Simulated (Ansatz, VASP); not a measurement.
# PbO in VASP and in Ansatz

Contents of POSCAR:

```
PbO
1.0
    3.9744000000      0.0000000000      0.0000000000
    0.0000000000      3.9744000000      0.0000000000
    0.0000000000      0.0000000000      5.0220000000
Pb O
2 2
Direct
    0.0000000000      0.5000000000      0.2351000000
    0.5000000000      0.0000000000      0.7649000000
    0.0000000000      0.0000000000      0.0000000000
    0.5000000000      0.5000000000      0.0000000000
```

INCAR.step1

```
  PREC = Accurate
  ENCUT = 520
  ISMEAR = -1
  SIGMA = 0.01
  LREAL = F
  LASPH = T
  NELM = 60
  NBANDS = 28
  GGA = PE
  ALGO = Normal
  EDIFF = 1E-4
  LWAVE = T
  LCHARG = F
```

File INCAR.step2:

```
  PREC = Accurate
  ENCUT = 520
  EDIFF = 1E-8
  ISMEAR = -1
  SIGMA = 0.01
  LREAL = F
  LASPH = T
  NELM = 60
  ALGO = Normal
  ISIF = 2
  LWAVE = F
  LCHARG = F
  METAGGA = R2SCAN
  LMIXTAU = T
  LEFG = T
  NBANDS = 28
  ISTART = 1
```

The input KPOINTS:

```
Automatic mesh
0
Gamma
  8 8 7
```

Input for Ansatz:

```yaml
crystal:
  lattice:
    - [3.9744, 0.0, 0.0]
    - [0.0, 3.9744, 0.0]
    - [0.0, 0.0, 5.022]
  atoms:
    - { symbol: Pb, position: [0.0, 0.5, 0.2351] }
    - { symbol: Pb, position: [0.5, 0.0, 0.7649] }
    - { symbol: O, position: [0.0, 0.0, 0.0] }
    - { symbol: O, position: [0.5, 0.5, 0.0] }
kpoints:
  mp_grid: { grid: [8, 8, 7] }
scf:
  occupations: { method: fermi_dirac, width: 0.01 }
hamiltonian:
  xc: r2scan
  pseudopotentials: { kind: paw }
output:
  forces: true
  stress: true
  populations: true
  efg: { quadrupole_moments_barn: { O: -0.02558 }, contact_densities: true }
```

Alike in both runs: task electric field gradients; functional r2SCAN; k mesh 8 × 8 × 7; occupations fermi-dirac, width 0.01 eV; no spin polarisation.

|  | VASP | Ansatz |
| --- | --- | --- |
| version | VASP 6.6.1 | Ansatz 0.2.0 |
| potentials or method | VASP PAW PBE potentials, release 64 (Pb_d, O) | plane-wave PAW, scalar-relativistic |
| plane-wave cutoff (eV) | 520 | 500 |
| valence electrons in the cell | 40 | 40 |

|  | VASP | Ansatz | Ansatz less VASP |
| --- | --- | --- | --- |
| gap on the k mesh at the Fermi level (eV) | 1.56 | 1.56 | -0.001 |
| pressure (GPa) | 2.1 | 1.6 | -0.51 |
| traceless stress, the component that is largest in VASP (GPa) | -0.13 | -0.01 | +0.116 |
| rms of the force components (eV/Å) | 0.079 | 0.032 | -0.0461 |
| size of Vzz on the site where it differs most (V/Å²) | 269.2 | 254.7 | -14.45 |

VASP's potentials were made for PBE, not for r2SCAN. Atom by atom the forces differ by 0.046 eV/Å (rms over components). With one functional, cell and mesh, what is left measures potentials, basis and numerics.

Neither program's run includes spin-orbit coupling.
